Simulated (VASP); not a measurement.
A run of VASP 6.6.1:

The input INCAR:

```
PREC = Accurate
ENCUT = 520
EDIFF = 1E-7
ISMEAR = 0
SIGMA = 0.15
LREAL = F
LASPH = T
NELM = 60
ALGO = Normal
ISIF = 2
LWAVE = F
LCHARG = F
GGA = CA
NBANDS = 11
```

KPOINTS

```
regular mesh
0
Gamma
  14 14 14
```

File POSCAR:

```
HBr
1.0
    0.0000000000      2.8200000000      3.0315000000
    2.7775000000      0.0000000000      3.0315000000
    2.7775000000      2.8200000000      0.0000000000
H Br
1 1
Direct
    0.0000000000      0.0000000000      0.0000000000
    0.5000000000      0.5000000000      0.5000000000
```

Potentials or basis: VASP PAW LDA potentials, release 64 (H, Br).

The run is started by

```sh
$ cat potpaw_LDA.64/H/POTCAR potpaw_LDA.64/Br/POTCAR > POTCAR
$ mpirun -np 1 vasp_std > vasp.out
```

Hardware: 1 thread of Intel(R) Xeon(R) Platinum 8375C CPU @ 2.90GHz (Ice Lake), on a shared host.

Problem. Estimate the wall time of this run.

Solution. It took 2.6 min on 1 thread of Intel(R) Xeon(R) Platinum 8375C CPU @ 2.90GHz (Ice Lake), on a shared host, peak memory 0.33 GiB. Counts: scf iterations 17, k points 428.
